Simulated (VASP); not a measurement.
Input of a VASP 6.6.1 run:

File INCAR:

```
  PREC = Accurate
  ENCUT = 520
  EDIFF = 1E-7
  ISMEAR = -1
  SIGMA = 0.02
  LREAL = False
  LASPH = True
  NELM = 60
  ALGO = Normal
  ISIF = 2
  LWAVE = False
  LCHARG = False
  GGA = PE
  NBANDS = 11
```

Contents of KPOINTS:

```
regular mesh
0
Gamma
  10 10 10
```

Contents of POSCAR:

```
AlN
1.0
    0.0000000000      2.1730780881      2.1730780881
    2.1730780881      0.0000000000      2.1730780881
    2.1730780881      2.1730780881      0.0000000000
Al N
1 1
Direct
    0.0000000000      0.0000000000      0.0000000000
    0.2500000000      0.2500000000      0.2500000000
```

Potentials or basis: VASP PAW PBE potentials, release 64 (Al, N).

Command:

```sh
$ cat potpaw_PBE.64/Al/POTCAR potpaw_PBE.64/N/POTCAR > POTCAR
$ mpirun -np 1 vasp_std > vasp.out
```

Question: Estimate the band gap on the k mesh.

Answer: 3.33 eV, indirect (least direct gap 4.33 eV).

Question: Predict the pressure.

Answer: 7.9 GPa.

Caveat: the cell differs from its parent crystal (strain -0.5%). A k mesh can miss the band edges.
